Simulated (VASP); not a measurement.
# Ta (Im-3m) in VASP: further runs

The runs below take Ta through single point, relaxation of cell and atoms, with b88 exchange, pbe correlation, BLYP, PBE0, HSE06.

All numbers are computed with VASP 6.6.1; they aren't measurements. Logs are shortened: lines on timing, memory, paths and dates and some standing lists are left out, and cuts for length are marked.

## Step 1: The cell of the first run

The structure is cubic, space group Im-3m (No. 229). Conventional cell: a = 3.303 Å, b = 3.303 Å, c = 3.303 Å, α = 90.00°, β = 90.00°, γ = 90.00°. Ta (site symmetry m-3m) has 14 Ta at 2.86 to 3.30 Å within 3.8 Å.

## Step 2: Single point, b88 exchange, pbe correlation, collinear spin

INCAR

```
PREC     = Accurate       # precision mode
ENCUT    = 500            # plane-wave cutoff, eV
EDIFF    = 1E-6           # SCF threshold, eV
ISMEAR   = -5             # smearing method
SIGMA    = 0.1            # smearing width, eV
LREAL    = F              # projectors in reciprocal space
LASPH    = T              # aspherical terms in the spheres
NELM     = 200            # most SCF steps
ALGO     = Normal         # electronic algorithm
ISIF     = 2              # what is computed and relaxed
LWAVE    = F              # write WAVECAR
LCHARG   = F              # write CHGCAR
ISPIN    = 2              # spin polarisation
MAGMOM   = 0.5            # initial moments
LORBIT   = 11             # projections on sites
LMAXMIX  = 4              # l up to which the mixer works
GGA      = LIBXC          # functional
LIBXC1   = GGA_X_B88    
LIBXC2   = GGA_C_PBE    
NBANDS   = 16             # bands
GGA_COMPAT= F
```

KPOINTS

```
regular mesh
0
Gamma
  11 11 11
```

POSCAR

```
Ta
1.0
   -1.6512800000      1.6512800000      1.6512800000
    1.6512800000     -1.6512800000      1.6512800000
    1.6512800000      1.6512800000     -1.6512800000
Ta
1
Direct
    0.0000000000      0.0000000000      0.0000000000
```

Potentials or basis: VASP PAW PBE potentials, release 64 (Ta_pv).

The run is started by

```console
cat potpaw_PBE.64/Ta_pv/POTCAR > POTCAR
mpirun -np 1 vasp_std > vasp.out
```

OUTCAR:

```text
PREC = Accurate
   ENCUT = 500
   EDIFF = 1E-6
   ISMEAR = -5
   LREAL = F
   LASPH = T
   NELM = 200
   ISIF = 2
   ISPIN = 2
   LORBIT = 11
   GGA = LIBXC

 ion  position               nearest neighbor table
   1  0.000  0.000  0.000-

  LATTYP: Found a body centered cubic cell.
 ALAT       =     3.3025600000

  Lattice vectors:

 A1 = (  -1.6512800000,   1.6512800000,   1.6512800000)
 A2 = (   1.6512800000,  -1.6512800000,   1.6512800000)
 A3 = (   1.6512800000,   1.6512800000,  -1.6512800000)

Analysis of symmetry for initial positions (statically):
=====================================================================
 Subroutine PRICEL returns:
 Original cell was already a primitive cell.

 Routine SETGRP: Setting up the symmetry group for a
 body centered cubic supercell.

 Subroutine GETGRP returns: Found 48 space group operations
 (whereof 48 operations were pure point group operations)
 out of a pool of 48 trial point group operations.

The static configuration has the point symmetry O_h .

Analysis of symmetry for dynamics (positions and initial velocities):
=====================================================================
 Subroutine PRICEL returns:
 Original cell was already a primitive cell.

 Routine SETGRP: Setting up the symmetry group for a
 body centered cubic supercell.

 Subroutine GETGRP returns: Found 48 space group operations
 (whereof 48 operations were pure point group operations)
 out of a pool of 48 trial point group operations.

The dynamic configuration has the point symmetry O_h .

Analysis of structural, dynamic, and magnetic symmetry:
=====================================================================
 Subroutine PRICEL returns:
 Original cell was already a primitive cell.

 Routine SETGRP: Setting up the symmetry group for a
 body centered cubic supercell.

 Subroutine GETGRP returns: Found 48 space group operations
 (whereof 48 operations were pure point group operations)
 out of a pool of 48 trial point group operations.

The overall configuration has the point symmetry O_h .

 Subroutine INISYM returns: Found 48 space group operations
 (whereof 48 operations are pure point group operations),
 and found     1 'primitive' translations

----------------------------------------------------------------------------------------

                                     Primitive cell

  volume of cell :      18.0104

  direct lattice vectors                    reciprocal lattice vectors
    -1.651280000  1.651280000  1.651280000     0.000000000  0.302795407  0.302795407
     1.651280000 -1.651280000  1.651280000     0.302795407  0.000000000  0.302795407
     1.651280000  1.651280000 -1.651280000     0.302795407  0.302795407  0.000000000

  length of vectors
     2.860100858  2.860100858  2.860100858     0.428217371  0.428217371  0.428217371

  position of ions in fractional coordinates (direct lattice)
     0.000000000  0.000000000  0.000000000

  ion indices of the primitive-cell ions
   primitive index   ion index
                 1           1

----------------------------------------------------------------------------------------

 KPOINTS: regular mesh

Automatic generation of k-mesh.
 Grid dimensions read from file:
 generate k-points for:   11   11   11

 Generating k-lattice:

  Cartesian coordinates                     Fractional coordinates (reciprocal lattice)
     0.000000000  0.027526855  0.027526855     0.090909091  0.000000000  0.000000000
     0.027526855  0.000000000  0.027526855     0.000000000  0.090909091  0.000000000
     0.027526855  0.027526855  0.000000000     0.000000000  0.000000000  0.090909091

  Length of vectors
     0.038928852  0.038928852  0.038928852

  Shift w.r.t. Gamma in fractional coordinates (k-lattice)
     0.000000000  0.000000000  0.000000000

 TETIRR: Found   1471 inequivalent tetrahedra from     7986

 Subroutine IBZKPT returns following result:
 ===========================================

 Found     56 irreducible k-points:

 Following reciprocal coordinates:
[... 40 lines left out ...]
   LRPA    =     F    only Hartree local field effects (RPA)
 spin polarized calculation
 Fermi weights with tetrahedron method with Bloechl corrections
  energy-cutoff  :      500.00
  volume of cell :       18.01
 maximum number of plane-waves:       470
 NGX is ok and might be reduce to    24
   NGX = 11   NGY = 11   NGZ = 11

 number of electron      11.0000002 magnetization       0.0001940

 number of electron      11.0000002 magnetization      -0.0000708

 Free energy of the ion-electron system (eV)
  ---------------------------------------------------
  ext. energy  EPLUGINS =         0.00000000
  ---------------------------------------------------
  free energy    TOTEN  =       -11.68201019 eV

  energy without entropy =      -11.68201019  energy(sigma->0) =      -11.68201019

 E-fermi :   5.4444     XC(G=0): -12.6313

 val. band max:        5.5590371902   @ k =   0.3636   0.1818   0.0000
 cond. band min:       5.5558656471   @ k =  -0.1818   0.2727   0.0909
 fundamental gap:     -0.0031715431
 Fermi energy:         5.4443868071

 spin component 1

 k-point     1 :       0.0000    0.0000    0.0000
  band No.  band energies     occupation
      1     -27.6554      1.00000
      2     -27.6554      1.00000
      3     -27.6554      1.00000
      4      -2.4491      1.00000
      5       6.1565      0.00000
      6       6.1565      0.00000
[... 8 lines left out ...]
     15      31.6082      0.00000
     16      34.2462      0.00000
[... 419 lines left out ...]
 k-point    24 :       0.3636    0.1818    0.0909
  band No.  band energies     occupation
      1     -28.6216      1.00000
      2     -28.1887      1.00000
      3     -27.8475      1.00000
      4       2.6205      1.00000
      5       3.8582      1.00000
      6       5.4889      0.69180
[... 8 lines left out ...]
     15      29.1258      0.00000
     16      32.7240      0.00000

 [... further k-points ...]

 spin component 2

 k-point     1 :       0.0000    0.0000    0.0000
  band No.  band energies     occupation
      1     -27.6554      1.00000
      2     -27.6554      1.00000
      3     -27.6554      1.00000
      4      -2.4491      1.00000
      5       6.1564      0.00000
      6       6.1564      0.00000
[... 8 lines left out ...]
     15      31.6082      0.00000
     16      34.2461      0.00000
[... 419 lines left out ...]
 k-point    24 :       0.3636    0.1818    0.0909
  band No.  band energies     occupation
      1     -28.6216      1.00000
      2     -28.1887      1.00000
      3     -27.8475      1.00000
      4       2.6205      1.00000
      5       3.8581      1.00000
      6       5.4889      0.69185
[... 8 lines left out ...]
     15      29.1257      0.00000
     16      32.7240      0.00000

 [... further k-points ...]

------------------------ aborting loop because EDIFF is reached ----------------------------------------

  FORCE on cell =-STRESS in cart. coord.  units (eV):
  Direction    XX          YY          ZZ          XY          YZ          ZX
  --------------------------------------------------------------------------------------
  -------------------------------------------------------------------------------------
  Total        0.2975528      0.2975528      0.2975528     -0.0000000     -0.0000000     -0.0000000
  in kB       26.4699109     26.4699109     26.4699109     -0.0000000     -0.0000000     -0.0000000
  external PRESSURE =      26.4699109 kB  Pullay stress =       0.0000000 kB

 VOLUME and BASIS-vectors are now :
 -----------------------------------------------------------------------------
  energy-cutoff  :      500.00
  volume of cell :       18.01
      direct lattice vectors                 reciprocal lattice vectors
    -1.651280000  1.651280000  1.651280000     0.000000000  0.302795407  0.302795407
     1.651280000 -1.651280000  1.651280000     0.302795407  0.000000000  0.302795407
     1.651280000  1.651280000 -1.651280000     0.302795407  0.302795407  0.000000000

 POSITION                                       TOTAL-FORCE (eV/Angst)
 -----------------------------------------------------------------------------------
      0.00000      0.00000      0.00000         0.000000      0.000000     -0.000000
 -----------------------------------------------------------------------------------
    total drift:                                0.000000      0.000000     -0.000000

  FREE ENERGIE OF THE ION-ELECTRON SYSTEM (eV)
  ---------------------------------------------------
  free  energy   TOTEN  =       -11.6820101886 eV

  energy  without entropy=      -11.6820101886  energy(sigma->0) =      -11.68201019

 total charge

# of ion       s       p       d       tot
------------------------------------------
    1        0.371   6.169   2.402   8.942

 magnetization (x)

# of ion       s       p       d       tot
------------------------------------------
    1       -0.000  -0.000  -0.000  -0.000
```

Wall time 13 s (1 thread of Intel Xeon 6975P-C (Granite Rapids), shared host); peak memory 0.17 GiB.

Results:

- Free energy: -11.6820 eV
- Pressure: 2.6 GPa
- Net moment: 0.00 μB per cell
- Valence electrons inside the program's atomic spheres: Ta 8.94

Levels at points of the mesh, in eV from the Fermi level:
Spin up:
```csv
k point,band 2,band 3,band 4,band 5,band 6,band 7,band 8,band 9
"(0.00, 0.00, 0.00)",-33.10,-33.10,-7.89,0.71,0.71,0.71,3.99,3.99
```
Spin down:
```
           k point  band 3  band 4  band 5  band 6  band 7  band 8
(0.00, 0.00, 0.00)  -33.10   -7.89    0.71    0.71    0.71    3.99
```

Caveat: the PAW data sets were made with another functional, which shifts forces and pressure a little; spin-orbit coupling is left out, which moves the levels of the heavy elements; tetrahedron occupations give inexact forces and stress in metals.

## Step 3: Single point, BLYP, non-collinear spin, zero start, spin-orbit coupling

INCAR

```
  AGGAC = 1.0
  AGGAX = 1.0
  ALDAC = 0.0
  ALDAX = 1.0
  ALGO = Normal
  EDIFF = 1E-6
  ENCUT = 500
  GGA = B5
  GGA_COMPAT = F
  ISIF = 2
  ISMEAR = -1
  LASPH = T
  LCHARG = T
  LMAXMIX = 4
  LNONCOLLINEAR = T
  LORBIT = 11
  LORBMOM = T
  LREAL = F
  LSORBIT = T
  LVHAR = T
  LWAVE = F
  MAGMOM = 0 0 0
  NBANDS = 22
  NELM = 200
  PREC = Accurate
  SIGMA = 0.1
```

KPOINTS

```
k-points
0
Gamma
  11 11 11
```

POSCAR is that of step 2.

Potentials or basis: VASP PAW PBE potentials, release 64 (Ta_pv).

The run is started by

```console
cat potpaw_PBE.64/Ta_pv/POTCAR > POTCAR
mpirun -np 1 vasp_ncl > vasp.out
```

Wall time 19 s (1 thread of Intel Xeon 6975P-C (Granite Rapids), shared host); peak memory 0.2 GiB.

The run converged. Its results:

```
Free energy                                           : -11.0166 eV
Pressure                                              : 10.1 GPa
Net moment                                            : 0.00 μB per cell
Valence electrons inside the program's atomic spheres : Ta 8.99
```

Moments on the atoms (μB; x, y, z):
```
Ta  0.00 0.00 0.00
```

Caveat: the cell stands under pressure; the PAW data sets were made with another functional, which shifts forces and pressure a little.

## Step 4: Relaxation of cell and atoms, PBE0

POSCAR is that of step 3.

INCAR.step1

```
SYSTEM = Ta
PREC = Accurate
ENCUT = 600
EDIFF = 1E-5
ISMEAR = -1
SIGMA = 0.05
LREAL = .FALSE.
LASPH = .TRUE.
NELM = 60
ALGO = Normal
LWAVE = .TRUE.
LCHARG = .FALSE.
GGA = PE
NBANDS = 12
```

INCAR.step2

```
SYSTEM = Ta
PREC = Accurate
ENCUT = 600
EDIFF = 1E-7
ISMEAR = -1
SIGMA = 0.05
LREAL = .FALSE.
LASPH = .TRUE.
NELM = 60
ALGO = Normal
ISIF = 3
LWAVE = .FALSE.
LCHARG = .FALSE.
GGA = PE
LHFCALC = .TRUE.
AEXX = 0.25
PRECFOCK = Normal
IBRION = 2
NSW = 60
EDIFFG = -0.01
ISTART = 1
```

KPOINTS

```
regular mesh
0
G
  6 6 6
  0 0 0
```

The run is started by

```console
cat potpaw_PBE.64/Ta_pv/POTCAR > POTCAR
cp INCAR.step1 INCAR
mpirun -np 1 vasp_std > vasp.out
cp INCAR.step2 INCAR
mpirun -np 1 vasp_std > vasp.out
```

Wall time 61 min (1 thread of Intel Xeon 8259CL, shared host); peak memory 0.17 GiB.

The run converged. Its results:

- Free energy: -14.5856 eV
- Relaxed volume: 18.28 Å³/atom
- Relaxed cell: a = 2.875 Å, b = 2.875 Å, c = 2.875 Å, α = 109.47°, β = 109.47°, γ = 109.47°
- Space group after relaxing (to 0.1 Å): Im-3m (No. 229)
- Energy gained by relaxing: 2.9 meV/atom
- Ionic steps: 3
- Pressure after relaxing: -0.1 GPa
- Band gap on the k mesh: zero (an odd number of electrons rules out a gap without spin polarisation)

The path:
```csv
step,energy change (eV),largest force (eV/Å),pressure (GPa),volume (Å³)
1,0.0000,0.0000,3.49,18.01
2,0.0186,0.0000,-8.59,19.05
3,-0.0029,0.0000,-0.05,18.28
```

Final structure:
```xyz
1
Lattice="-1.6596 1.6596 1.6596 1.6596 -1.6596 1.6596 1.6596 1.6596 -1.6596" Properties=species:S:1:pos:R:3 pbc="T T T"
Ta    0.0000    0.0000    0.0000
```

Levels at points of the mesh, in eV from the Fermi level:
| k point | band 2 | band 3 | band 4 | band 5 | band 6 | band 7 | band 8 | band 9 |
| --- | --- | --- | --- | --- | --- | --- | --- | --- |
| (0.00, 0.00, 0.00) | -35.72 | -35.72 | -9.17 | 1.83 | 1.83 | 1.83 | 5.42 | 5.42 |
| (0.50, 0.00, 0.00) | -36.11 | -35.72 | -5.13 | -1.88 | 1.78 | 5.25 | 6.28 | 9.19 |
| (0.50, 0.50, 0.50) | -36.57 | -36.57 | -4.46 | -4.46 | 8.21 | 8.21 | 8.21 | 9.86 |

Caveat: the k points lie up to 0.45 Å⁻¹ apart in the final cell, too coarse for converged energies and pressures of a metal; the PAW data sets were made with another functional, which shifts forces and pressure a little; spin-orbit coupling is left out, which moves the levels of the heavy elements.

## Step 5: Single point, HSE06

This run uses another cell than the first one, of 19.09 Å³/atom.

POSCAR

```
Ta
1.0
   -1.6836662614      1.6836662614      1.6836662614
    1.6836662614     -1.6836662614      1.6836662614
    1.6836662614      1.6836662614     -1.6836662614
Ta
1
Direct
    0.0000000000      0.0000000000      0.0000000000
```

INCAR.step1

```
SYSTEM = Ta
PREC = Accurate
ENCUT = 520
EDIFF = 1E-5
ISMEAR = -1
SIGMA = 0.05
LREAL = .False.
LASPH = .True.
NELM = 60
ALGO = Normal
ISIF = 2
LWAVE = .True.
LCHARG = .False.
GGA = PE
NBANDS = 12
```

INCAR.step2

```
SYSTEM = Ta
PREC = Accurate
ENCUT = 520
EDIFF = 1E-7
ISMEAR = -1
SIGMA = 0.05
LREAL = .False.
LASPH = .True.
NELM = 60
ALGO = Normal
ISIF = 2
LWAVE = .False.
LCHARG = .False.
GGA = PE
LHFCALC = .True.
HFSCREEN = 0.2079
PRECFOCK = Normal
ISTART = 1
NBANDS = 12
```

KPOINTS

```
Automatic mesh
0
Gamma
  6 6 6
  0 0 0
```

The run is started by

```console
cat potpaw_PBE.64/Ta_pv/POTCAR > POTCAR
cp INCAR.step1 INCAR
mpirun -np 1 vasp_std > vasp.out
cp INCAR.step2 INCAR
mpirun -np 1 vasp_std > vasp.out
```

Run time: 20 min. Hardware: 1 thread of Intel Xeon Platinum 8175M at 2.50GHz (Skylake/Cascade Lake), shared host; peak memory 0.25 GiB.

Results (log left out):

```yaml
Free_energy: -13.4250 eV
Pressure: -8.1 GPa
Band_gap_on_the_k_mesh: zero (an odd number of electrons rules out a gap without spin polarisation)
```

Levels at points of the mesh, in eV from the Fermi level:
```csv
k point,band 3,band 4,band 5,band 6,band 7,band 8
"(0.00, 0.00, 0.00)",-35.61,-8.65,1.31,1.31,1.31,4.74
"(0.50, 0.00, 0.00)",-35.61,-4.60,-1.42,1.25,4.55,5.55
"(0.50, 0.50, 0.50)",-36.35,-3.85,-3.85,7.34,7.34,7.34
```

Caveat: the k points lie up to 0.44 Å⁻¹ apart, too coarse for converged energies and pressures of a metal; the PAW data sets were made with another functional, which shifts forces and pressure a little; spin-orbit coupling is left out, which moves the levels of the heavy elements.

## Step 6: Single point, PBE0

This run uses another cell than the first one, of 19.09 Å³/atom.

POSCAR is that of step 5.

INCAR.step1

```
SYSTEM = Ta
  PREC = Accurate
  ENCUT = 520
  EDIFF = 1E-5
  ISMEAR = -1
  SIGMA = 0.05
  LREAL = .False.
  LASPH = .True.
  NELM = 100
  ALGO = Normal
  ISIF = 2
  LWAVE = .True.
  NBANDS = 12
  GGA = PE
```

INCAR.step2

```
SYSTEM = Ta
  PREC = Accurate
  ENCUT = 520
  EDIFF = 1E-7
  ISMEAR = -1
  SIGMA = 0.05
  LREAL = .False.
  LASPH = .True.
  NELM = 100
  ALGO = Normal
  ISIF = 2
  LWAVE = .False.
  LCHARG = .True.
  GGA = PE
  LHFCALC = .True.
  AEXX = 0.25
  PRECFOCK = Normal
  LELF = .True.
  LVHAR = .True.
  NBANDS = 12
  ISTART = 1
```

KPOINTS

```
regular mesh
0
Gamma
  6 6 6
  0 0 0
```

Potentials or basis: VASP PAW PBE potentials, release 64 (Ta_pv).

The run is started by

```console
cat potpaw_PBE.64/Ta_pv/POTCAR > POTCAR
cp INCAR.step1 INCAR
mpirun -np 1 vasp_std > vasp.out
cp INCAR.step2 INCAR
mpirun -np 1 vasp_std > vasp.out
```

Run time: 20 min. Hardware: 1 thread of Intel Xeon Platinum 8175M at 2.50GHz (Skylake/Cascade Lake), shared host; peak memory 0.15 GiB.

Results (log left out):

* Free energy: -14.5621 eV
* Pressure: -9.0 GPa
* Band gap on the k mesh: zero (an odd number of electrons rules out a gap without spin polarisation)

Levels at points of the mesh, in eV from the Fermi level:
```
           k point  band 1  band 2  band 3  band 4  band 5  band 6  band 7  band 8  band 9  band 10
(0.00, 0.00, 0.00)  -35.93  -35.93  -35.93   -9.03    1.78    1.78    1.78    5.22    5.22    16.30
(0.50, 0.00, 0.00)  -37.04  -36.28  -35.93   -4.96   -1.78    1.55    5.03    6.01    8.72    12.50
(0.50, 0.50, 0.50)  -36.68  -36.68  -36.68   -4.22   -4.22    7.81    7.81    7.81    9.43     9.43
```

Caveat: the k points lie up to 0.44 Å⁻¹ apart, too coarse for converged energies and pressures of a metal; the PAW data sets were made with another functional, which shifts forces and pressure a little; spin-orbit coupling is left out, which moves the levels of the heavy elements.

## Step 7: Overview

```tsv
task	level	spin	cell	k mesh	cutoff (eV)	smearing	grid for exact exchange (PRECFOCK)	share of exact exchange	screening parameter	gap on the mesh (eV)	pressure (GPa)	moment (μB)
single point	b88 exchange, pbe correlation	collinear	a = 2.860 Å, angles 109.5°, 1 atom	11 × 11 × 11	500	tetrahedron	-	-	-	none	2.6	0.00
single point	BLYP	non-collinear, zero start, SOC	a = 2.860 Å, angles 109.5°, 1 atom	11 × 11 × 11	500	fermi-dirac 0.1 eV	-	-	-	-	10.1	0.00
relaxation of cell and atoms	PBE0	off	relaxed from a = 2.860 Å, angles 109.5°, 1 atom	6 × 6 × 6	600	fermi-dirac 0.05 eV	Normal	0.25	-	none	-0.1	-
single point	HSE06	off	a = 2.916 Å, angles 109.5°, 1 atom	6 × 6 × 6	520	fermi-dirac 0.05 eV	Normal	0.25	0.2079 1/Å	none	-8.1	-
single point	PBE0	off	a = 2.916 Å, angles 109.5°, 1 atom	6 × 6 × 6	520	fermi-dirac 0.05 eV	Normal	0.25	-	none	-9.0	-
```

Alike in all rows: potentials or basis VASP PAW PBE potentials, release 64 (Ta_pv).

Caveats: some runs use coarse meshes; the PAW data sets were made with another functional, which shifts forces and pressure a little; spin-orbit coupling is left out, which moves the levels of the heavy elements (at least some runs); tetrahedron occupations give inexact forces and stress in metals (at least some runs); the cell stands under pressure (at least some runs).

Absolute energies hang on the potentials; compare differences alone.
